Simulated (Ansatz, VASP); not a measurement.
## Two plane-wave programs on TiBMoC2

```xyz
5
Lattice="2.6111 0.0000 0.0000 -1.3056 2.2613 0.0000 0.0000 0.0000 10.1393" Properties=species:S:1:pos:R:3 pbc="T T T"
Ti    0.0000    0.0000    2.2513
B     0.0000    0.0000    7.0243
Mo    0.0000    0.0000    4.8459
C     0.0000    1.5075   10.4545
C     1.3056    0.7538   10.4545
```

Alike in both runs: functional PBE; k mesh 18 × 18 × 4; occupations gaussian, width 0.1 eV; no spin polarisation.

Ansatz relaxed the structure, and its values are those at the end. VASP's run is a single point on that final structure, the one shown.

|  | VASP | Ansatz |
| --- | --- | --- |
| version | VASP 6.6.1 | Ansatz 0.2.0 |
| potentials or method | VASP PAW PBE potentials, release 64 (Ti_sv, B, Mo_sv, C), cutoff 520 eV | scalar-relativistic, plane waves, PAW |
| valence electrons in the cell | 37 | 37 |

VASP gave:

| Property | Result |
| --- | --- |
| gap on the k mesh at the Fermi level (eV) | none |
| pressure (GPa) | 0.3 |
| rms of the force components (eV/Å) | 0.005 |

Q: Estimate Ansatz's values.

A: gap on the k mesh at the Fermi level (eV): none; pressure (GPa): 0.0; rms of the force components (eV/Å): 0.001.

A gap of «none» marks a metal or a gap that the smearing closes.
